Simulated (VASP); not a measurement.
Input of a VASP 6.6.1 run:

Contents of INCAR:

```
ALGO = Normal
EDIFF = 1E-6
ENCUT = 520
ISIF = 2
ISMEAR = 0
LASPH = T
LCHARG = F
LREAL = F
LWAVE = F
NBANDS = 16
NELM = 60
PREC = Accurate
SIGMA = 0.05
```

Contents of KPOINTS:

```
k-points
0
Gamma
  6 6 6
```

POSCAR

```
MgO
1.0
    3.4340821948      0.0000000000      0.0000000000
   -1.7170410974      3.0192917963      0.0000000000
    0.0000000000      0.0000000000      4.1780412200
Mg O
2 2
Direct
    0.6666666667      0.3333333333      0.7500000000
    0.3333333333      0.6666666667      0.2500000000
    0.6666666667      0.3333333333      0.2500000000
    0.3333333333      0.6666666667      0.7500000000
```

Potentials or basis: VASP PAW LDA potentials, release 64 (Mg, O).

Command:

```sh
$ cat potpaw_LDA.64/Mg/POTCAR potpaw_LDA.64/O/POTCAR > POTCAR
$ mpirun -np 1 vasp_std > vasp.out
```

(1) What does it give for the pressure?

(2) Predict the band gap on the k mesh.

(3) Estimate the largest force.

Results:

(1) -3.8 GPa.

(2) 3.40 eV, direct.

(3) 0.135 eV/Å.

Caveat: the cell differs from its parent crystal (strain -0.0150 x Voigt [1, 0, 0, 0, 0, 0]).
